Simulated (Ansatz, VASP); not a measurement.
**Zr2B3 in VASP and in Ansatz**

```
Zr B
1.0
     3.69345    0.00258    0.00665
    -1.63289    4.62641   -0.00484
    -1.02817   -0.55998    7.20876
Zr B
4 6
Direct
  0.78667 0.68317 0.64958
  0.90839 0.72794 0.11730
  0.21333 0.31683 0.35042
  0.09161 0.27206 0.88270
  0.71534 0.15644 0.53035
  0.58621 0.12098 0.10387
  0.28466 0.84356 0.46965
  0.41379 0.87902 0.89613
  0.43242 0.04727 0.68737
  0.56758 0.95273 0.31263
```

Change from the starting cell: the structure that the rattled cell fell into.

Alike in both runs: functional PBE; k mesh 12 × 8 × 6; occupations gaussian, width 0.1 eV; no spin polarisation.

Ansatz relaxed the structure, and its values are those at the end. VASP's run is a single point on that final structure, the one shown.

|  | VASP | Ansatz |
| --- | --- | --- |
| version | VASP 6.6.1 | Ansatz 0.2.0 |
| potentials or method | VASP PAW PBE potentials, release 64 (Zr_sv, B), cutoff 520 eV | scalar-relativistic, plane waves, PAW |
| valence electrons in the cell | 66 | 66 |

```tsv
	VASP	Ansatz	Ansatz less VASP
gap on the k mesh at the Fermi level (eV)	none	none	-
pressure (GPa)	0.1	0.0	-0.11
rms of the force components (eV/Å)	0.005	0.003	-0.0016
```

A gap of «none» marks a metal or a gap that the smearing closes.
